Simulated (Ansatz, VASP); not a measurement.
One calculation of BaNaBr3, two programs

```xyz
5
Lattice="6.3858 0.0000 0.0000 0.0000 6.3858 0.0000 0.0000 0.0000 6.2383" Properties=species:S:1:pos:R:3 pbc="T T T"
Na    0.0000    0.0000    0.0000
Ba    3.1929    3.1929    3.1192
Br    3.1929    3.1929    0.0000
Br    3.1929    0.0000    3.1192
Br    0.0000    3.1929    3.1192
```

Change from the starting cell: epitaxial_xy strain +2.0%.

Alike in both runs: task single point; functional r2SCAN; k mesh 4 × 4 × 4; no spin polarisation.

|  | VASP | Ansatz |
| --- | --- | --- |
| version | VASP 6.6.1 | Ansatz 0.2.0 |
| potentials or method | VASP PAW PBE potentials, release 64 (Na_pv, Ba_sv, Br) | plane waves, PAW |
| plane-wave cutoff (eV) | 520 | 500 |
| occupations | gaussian, width 0.01 eV | fixed |
| valence electrons in the cell | 38 | 40 |

```csv
,VASP,Ansatz,Ansatz less VASP
gap on the k mesh at the Fermi level (eV),3.62,3.62,+0.002
pressure (GPa),-0.3,-0.5,-0.19
"traceless stress, the component that is largest in VASP (GPa)",0.54,0.50,-0.042
```

VASP's potentials were made for PBE, not for r2SCAN. VASP's potentials hold 38 valence electrons a cell and Ansatz's 40, so a difference there can come from the potentials and not from the codes.

Spin-orbit coupling is off throughout.
